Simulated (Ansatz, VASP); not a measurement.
## SiSb2 in VASP and in Ansatz

```
Si Sb
1.0
     4.15524    0.00000    0.00000
     0.00000    4.15524    0.00000
     0.00000    0.00000    8.43054
Si Sb
2 4
Direct
  0.50000 0.00000 0.31516
  0.00000 0.50000 0.68484
  0.00000 0.00000 0.00000
  0.50000 0.50000 0.00000
  0.50000 0.00000 0.64471
  0.00000 0.50000 0.35529
```

Alike in both runs: functional PBE; k mesh 4 × 4 × 2; occupations gaussian, width 0.1 eV; no spin polarisation.

Ansatz relaxed the structure, and its values are those at the end. VASP's run is a single point on that final structure, the one shown.

|  | VASP | Ansatz |
| --- | --- | --- |
| version | VASP 6.6.1 | Ansatz 0.2.0 |
| potentials or method | VASP PAW PBE potentials, release 64 (Si, Sb), cutoff 520 eV | scalar-relativistic, plane waves, PAW |
| valence electrons in the cell | 28 | 68 |

Ansatz gave:

- gap on the k mesh at the Fermi level (eV): none
- pressure (GPa): 0.1
- rms of the force components (eV/Å): 0.012

Q: Estimate VASP's values.

A: gap on the k mesh at the Fermi level (eV): none; pressure (GPa): 0.1; rms of the force components (eV/Å): 0.013.

A gap of «none» marks a metal or a gap that the smearing closes. VASP's potentials hold 28 valence electrons a cell and Ansatz's 68, so a difference there can come from the potentials and not from the codes.

The k mesh is coarse, so the values compare programs but aren't converged. Neither program's run includes spin-orbit coupling.
